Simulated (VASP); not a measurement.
## CsI: single point with HSE06

CsI:

```
Cs I
1.0
     4.60812    0.00000    0.00000
     0.00000    4.60812    0.00000
     0.00000    0.00000    4.60812
Cs I
1 1
Direct
  0.00000 0.00000 0.00000
  0.50000 0.50000 0.50000
```

```yaml
Program: VASP 6.6.1
Task: single point
Functional: HSE06
Potentials_or_basis: VASP PAW PBE potentials, release 64 (Cs_sv, I)
Cutoff: 400 eV
k_mesh: 4 × 4 × 4
Occupations: gaussian, width 0.01 eV
Spin: no spin polarisation
Dipole_correction: no
Grid_for_exact_exchange_PRECFOCK: Normal
Further_INCAR_settings: ALGO = Normal; EDIFF = 1e-06; NBANDS = 15
Share_of_exact_exchange: 0.25
Screening_parameter: 0.2079 1/Å
```

The pressure is 0.2 GPa. The band gap on the k mesh is 4.78 eV (least direct gap 4.88 eV).

Levels at points of the mesh, in eV from the valence-band top:
```
           k point  band 6  band 7  band 8  band 9  band 10  band 11
(0.00, 0.00, 0.00)   -0.10   -0.10   -0.10    4.78     5.19     5.19
(0.50, 0.00, 0.00)   -1.58   -0.23   -0.23    6.27     7.39     7.72
(0.50, 0.50, 0.00)   -0.91   -0.91    0.00    5.22     5.93     7.18
(0.50, 0.50, 0.50)   -1.32   -1.32   -1.32    8.11     8.11     8.11
```

Wall time 5.8 min on 1 thread of Intel(R) Xeon(R) Platinum 8375C CPU @ 2.90GHz (Ice Lake), with other jobs on the host, peak memory 0.28 GiB.

Caveat: the PAW data sets were made with another functional, which shifts forces and pressure a little; spin-orbit coupling is left out, which moves the levels of the heavy elements. A k mesh can miss the band edges.
